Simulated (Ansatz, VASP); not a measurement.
## Two plane-wave programs on C

```
C
1.0
     0.00000    1.76575    1.76575
     1.76575    0.00000    1.76575
     1.76575    1.76575    0.00000
C
2
Direct
  0.00000 0.00000 0.00000
  0.25000 0.25000 0.25000
```

Alike in both runs: functional LDA; k mesh 10 × 10 × 10; occupations gaussian, width 0.02 eV; no spin polarisation.

Ansatz relaxed the structure, and its values are those at the end. VASP's run is a single point on that final structure, the one shown.

```csv
,VASP,Ansatz
version,VASP 6.6.1,Ansatz 0.2.0
potentials or method,"VASP PAW LDA potentials, release 64 (C), cutoff 600 eV","scalar-relativistic, plane waves, PAW"
valence electrons in the cell,8,8
```

|  | VASP | Ansatz | Ansatz less VASP |
| --- | --- | --- | --- |
| gap on the k mesh at the Fermi level (eV) | 4.20 | 4.21 | +0.007 |
| least direct gap on the mesh (eV) | 5.63 | 5.62 | -0.004 |
| pressure (GPa) | 0.9 | 0.0 | -0.95 |

Ansatz warns that its potentials were made for another functional, while VASP's fit it. LDA's correlation is that of Perdew and Zunger in VASP and of Perdew and Wang (1992) in Ansatz.
